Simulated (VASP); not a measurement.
# CdS (P6_3mc) in VASP: elastic constants with PBEsol+D4

Aim: the elastic constants of CdS with PBEsol+D4.

Everything below comes from runs of VASP 6.6.1. Logs are shortened: lines on timing, memory, paths and dates and some standing lists are left out, and cuts for length are marked.

## Step 1: The cell of the first run

The structure is hexagonal, space group P6_3mc (No. 186). The conventional cell has a = 4.150 Å, b = 4.150 Å, c = 6.737 Å, α = 90.00°, β = 90.00°, γ = 120.00°. Cd (site symmetry 3m) has 4 S at 2.53 to 2.54 Å within 3.3 Å. Within 3.3 Å of S (site symmetry 3m) lie 4 Cd at 2.53 to 2.54 Å.

## Step 2: Elastic constants, PBEsol+D4

INCAR

```
ALGO = Normal
EDIFF = 1E-8
ENCUT = 500
GGA = PS
GGA_COMPAT = False
IBRION = 6
ISIF = 3
ISMEAR = -1
IVDW = 13
LASPH = True
LCHARG = False
LREAL = False
LWAVE = False
NELM = 120
NFREE = 2
NSW = 1
POTIM = 0.015
PREC = Accurate
SIGMA = 0.01
```

KPOINTS

```
k-points
0
Gamma
  7 7 4
```

POSCAR

```
CdS
1.0
    4.1500000000      0.0000000000      0.0000000000
   -2.0750000000      3.5940054257      0.0000000000
    0.0000000000      0.0000000000      6.7370000000
Cd S
2 2
Direct
    0.6666666667      0.3333333333      0.5000000000
    0.3333333333      0.6666666667      0.0000000000
    0.6666666667      0.3333333333      0.8750000000
    0.3333333333      0.6666666667      0.3750000000
```

Potentials or basis: VASP PAW PBE potentials, release 64 (Cd, S).

Launch:

```console
cat potpaw_PBE.64/Cd/POTCAR potpaw_PBE.64/S/POTCAR > POTCAR
mpirun -np 1 vasp_std > vasp.out
```

OUTCAR:

```text
EDIFF = 1E-8
   ENCUT = 500
   GGA = PS
   IBRION = 6
   ISIF = 3
   ISMEAR = -1
   IVDW = 13
   LASPH = True
   LREAL = False
   NELM = 120
   NFREE = 2
   NSW = 1
   POTIM = 0.015
   PREC = Accurate

 ion  position               nearest neighbor table
   1  0.667  0.333  0.500-   3 2.53   4 2.54   4 2.54   4 2.54
   2  0.333  0.667  0.000-   4 2.53   3 2.54   3 2.54   3 2.54
   3  0.667  0.333  0.875-   1 2.53   2 2.54   2 2.54   2 2.54
   4  0.333  0.667  0.375-   2 2.53   1 2.54   1 2.54   1 2.54

  LATTYP: Found a hexagonal cell.
 ALAT       =     4.1500000000
 C/A-ratio  =     1.6233734940

  Lattice vectors:

 A1 = (   4.1500000000,   0.0000000000,   0.0000000000)
 A2 = (  -2.0750000000,   3.5940054257,   0.0000000000)
 A3 = (   0.0000000000,   0.0000000000,   6.7370000000)

Analysis of symmetry for initial positions (statically):
=====================================================================
 Subroutine PRICEL returns:
 Original cell was already a primitive cell.

 Routine SETGRP: Setting up the symmetry group for a
 hexagonal supercell.

 Subroutine GETGRP returns: Found 12 space group operations
 (whereof  6 operations were pure point group operations)
 out of a pool of 24 trial point group operations.

The static configuration has the point symmetry C_3v.
 The point group associated with its full space group is C_6v.

Analysis of symmetry for dynamics (positions and initial velocities):
=====================================================================
 Subroutine PRICEL returns:
 Original cell was already a primitive cell.

 Routine SETGRP: Setting up the symmetry group for a
 hexagonal supercell.

 Subroutine GETGRP returns: Found 12 space group operations
 (whereof  6 operations were pure point group operations)
 out of a pool of 24 trial point group operations.

The dynamic configuration has the point symmetry C_3v.
 The point group associated with its full space group is C_6v.

 Subroutine INISYM returns: Found 12 space group operations
 (whereof  6 operations are pure point group operations),
 and found     1 'primitive' translations

----------------------------------------------------------------------------------------

                                     Primitive cell

  volume of cell :     100.4832

  direct lattice vectors                    reciprocal lattice vectors
     4.150000000  0.000000000  0.000000000     0.240963855  0.139120547  0.000000000
    -2.075000000  3.594005426  0.000000000     0.000000000  0.278241094  0.000000000
     0.000000000  0.000000000  6.737000000     0.000000000  0.000000000  0.148434021

  length of vectors
     4.150000000  4.150000000  6.737000000     0.278241094  0.278241094  0.148434021

  position of ions in fractional coordinates (direct lattice)
     0.666666667  0.333333333  0.500000000
     0.333333333  0.666666667  0.000000000
     0.666666667  0.333333333  0.875000000
     0.333333333  0.666666667  0.375000000

  ion indices of the primitive-cell ions
   primitive index   ion index
                 1           1
                 2           2
                 3           3
                 4           4

----------------------------------------------------------------------------------------

 KPOINTS: k-points

Automatic generation of k-mesh.
[... 85 lines left out ...]
     AMIX_MAG =   1.60;   BMIX_MAG =  1.00
  volume/ion in A,a.u.               =      25.12       169.52
  Fermi-wavevector in a.u.,A,eV,Ry     =   1.162727  2.197236 18.394190  1.351935
  Thomas-Fermi vector in A             =   2.299285
   LORBIT       =      0    0 simple, 1 ext, 2 COOP (PROOUT), +10 PAW based schemes
   GGA     = PS    functional components
   LHFCALC =     F    Hartree Fock is set to
   AEXX    =    0.0000 exact exchange contribution
   IVDW    =    13    specifies the selected vdW correction
   LEPSILON=     F    determine dielectric tensor
   LRPA    =     F    only Hartree local field effects (RPA)
 finite differences with symmetry
 non-spin polarized calculation
  energy-cutoff  :      500.00
  volume of cell :      100.48
 maximum number of plane-waves:      2573
 NGX is ok and might be reduce to    30
   NGX = 15   NGY = 15   NGZ = 25

--------------------------------------- Ionic step        1  -------------------------------------------

 number of electron      35.9999973 magnetization

 Free energy of the ion-electron system (eV)
  ---------------------------------------------------
  ext. energy  EPLUGINS =         0.00000000
  ---------------------------------------------------
  free energy    TOTEN  =       -13.62987482 eV

  energy without entropy =      -13.62987482  energy(sigma->0) =      -13.62987482

------------------------ aborting loop because EDIFF is reached ----------------------------------------

  DFT-D4 for vdW energy calculation

  Edisp (eV):   -0.73067
[... 111 lines left out ...]
  FREE ENERGIE OF THE ION-ELECTRON SYSTEM (eV)
  ---------------------------------------------------
  free  energy   TOTEN  =       -14.3707911974 eV

  energy  without entropy=      -14.3707911974  energy(sigma->0) =      -14.37079120

[... ionic steps 4 to 18 ...]

--------------------------------------- Ionic step       19  -------------------------------------------

 number of electron      35.9999974 magnetization

------------------------ aborting loop because EDIFF is reached ----------------------------------------
[... 79 lines left out ...]
--------------------------------------- Ionic step       21  -------------------------------------------

 number of electron      35.9999973 magnetization

 Free energy of the ion-electron system (eV)
  ---------------------------------------------------
  ext. energy  EPLUGINS =         0.00000000
  ---------------------------------------------------
  free energy    TOTEN  =       -13.62801471 eV

  energy without entropy =      -13.62801471  energy(sigma->0) =      -13.62801471

 E-fermi :   1.3361     XC(G=0):  -9.3114

 val. band max:        1.1049429651   @ k =   0.0000   0.0000   0.0000
 cond. band min:       2.1619586949   @ k =   0.0000   0.0000   0.0000
 fundamental gap:      1.0570157298
 Fermi energy:         1.3360659925

 k-point     1 :       0.0000    0.0000    0.0000
  band No.  band energies     occupation
      1     -11.2078      2.00000
      2     -10.7682      2.00000
      3      -6.5764      2.00000
      4      -6.5444      2.00000
      5      -6.5444      2.00000
      6      -6.4559      2.00000
[... 589 lines left out ...]
     21       6.9872      0.00000
     22       7.0071      0.00000

 [... further k-points ...]

------------------------ aborting loop because EDIFF is reached ----------------------------------------

  DFT-D4 for vdW energy calculation

  Edisp (eV):   -0.73067
[... 27 lines left out ...]
  FREE ENERGIE OF THE ION-ELECTRON SYSTEM (eV)
  ---------------------------------------------------
  free  energy   TOTEN  =       -14.3586882094 eV

  energy  without entropy=      -14.3586882094  energy(sigma->0) =      -14.35868821

 INTERNAL STRAIN TENSORS FROM STRAINED CELLS
 ============================================

 INTERNAL STRAIN TENSOR FOR ION    1 for displacements in x,y,z  (eV/Angst):
          X           Y           Z          XY          YZ          ZX
  --------------------------------------------------------------------------------
  x     0.00000     0.00000    -0.00000     4.92063    -0.00000    -3.66089
  y     4.93324    -4.94083    -0.00000     0.00003    -3.59339     0.00003
  z    -3.56264    -3.56794     7.76714     0.00036    -0.00086    -0.00001

 INTERNAL STRAIN TENSORS FROM DISPLACED ATOMS
 ============================================

 INTERNAL STRAIN TENSOR FOR ION    1 for displacements in x,y,z  (eV/Angst):
          X           Y           Z          XY          YZ          ZX
  --------------------------------------------------------------------------------
  x     0.00000     0.00000     0.00000     4.90838     0.00000    -3.67347
  y     4.90838    -4.90838     0.00000    -0.00000    -3.67347    -0.00000
  z    -3.54638    -3.54638     7.65658     0.00000     0.00000     0.00000

 INTERNAL STRAIN TENSOR FOR ION    4 for displacements in x,y,z  (eV/Angst):
          X           Y           Z          XY          YZ          ZX
  --------------------------------------------------------------------------------
  x     0.00000     0.00000     0.00000    -6.20577     0.00000     3.65835
  y    -6.20577     6.20577     0.00000    -0.00000     3.65835    -0.00000
  z     3.54301     3.54301    -7.64981     0.00000     0.00000     0.00000

 Eigenvectors and eigenvalues of the dynamical matrix
 ----------------------------------------------------

   1 f  =    8.900467 THz    55.923284 2PiTHz  296.887623 cm-1    36.809357 meV
             X         Y         Z           dx          dy          dz
      2.075000  1.198002  3.368500    -0.000000   -0.000000    0.122483
     -0.000000  2.396004  0.000000     0.000000    0.000000   -0.122483
      2.075000  1.198002  5.894875    -0.000000   -0.000000   -0.696418
     -0.000000  2.396004  2.526375     0.000000    0.000000    0.696418
[... 71 lines left out ...]
  12 f/i=    0.008305 THz     0.052184 2PiTHz    0.277037 cm-1     0.034348 meV
             X         Y         Z           dx          dy          dz
      2.075000  1.198002  3.368500     0.000000   -0.000000   -0.624118
     -0.000000  2.396004  0.000000     0.000000   -0.000000   -0.624118
      2.075000  1.198002  5.894875     0.000000   -0.000000   -0.332380
     -0.000000  2.396004  2.526375     0.000000   -0.000000   -0.332380

--------------------------------------------------------------------------------------------------------

 ELASTIC MODULI CONTR FROM IONIC RELAXATION (kBar)
 Direction    XX          YY          ZZ          XY          YZ          ZX
 --------------------------------------------------------------------------------
 XX        -293.9441    131.2993    175.5798     -0.0000     -0.0000     -0.0000
 YY         131.2993   -293.9441    175.5798      0.0000      0.0000      0.0000
 ZZ         175.5798    175.5798   -379.0869      0.0000     -0.0000     -0.0000
 XY          -0.0000      0.0000      0.0000   -212.6217     -0.0000      0.0000
 YZ          -0.0000      0.0000     -0.0000     -0.0000    -89.4758     -0.0000
 ZX          -0.0000      0.0000     -0.0000     -0.0000     -0.0000    -89.4758
 --------------------------------------------------------------------------------

 TOTAL ELASTIC MODULI (kBar)
 Direction    XX          YY          ZZ          XY          YZ          ZX
 --------------------------------------------------------------------------------
 XX         829.7268    486.0629    415.0716     -0.0000     -0.0000     -0.0000
 YY         486.0629    829.7268    415.0716      0.0000      0.0000      0.0000
 ZZ         415.0716    415.0716    940.4885      0.0000     -0.0000     -0.0000
 XY          -0.0000      0.0000      0.0000    171.8319     -0.0000      0.0000
 YZ          -0.0000      0.0000     -0.0000     -0.0000    152.0284     -0.0000
 ZX          -0.0000      0.0000     -0.0000     -0.0000     -0.0000    152.0283
 --------------------------------------------------------------------------------
```

Wall time 21 min (1 thread of Intel Xeon Platinum 8375C at 2.90GHz (Ice Lake), shared host); peak memory 0.42 GiB.

Results:

| Item | Value |
| --- | --- |
| Voigt bulk modulus | 58 GPa |
| Highest phonon frequency at Γ, LO-TO splitting left out | 297 cm⁻¹ |
| Dispersion energy per atom | -0.183 eV |

Phonon frequencies in cm⁻¹ (negative: imaginary):
| q point | frequencies |
| --- | --- |
| (0.000, 0.000, 0.000) | 0 0 0 39 39 133 229 229 232 242 242 297 |

Elastic tensor in Voigt notation (GPa, in the Cartesian axes of the cell as first typed):
```
83 49 42  0  0  0
49 83 42  0  0  0
42 42 94  0  0  0
 0  0  0 15  0  0
 0  0  0  0 15  0
 0  0  0  0  0 17
```

Clamped-ion elastic tensor (GPa):
```
112  35  24   0   0   0
 35 112  24   0   0   0
 24  24 132   0   0   0
  0   0   0  24   0   0
  0   0   0   0  24   0
  0   0   0   0   0  38
```

Caveat: the cell is under stress, which shifts elastic constants; the PAW data sets were made with another functional, which shifts forces and pressure a little.
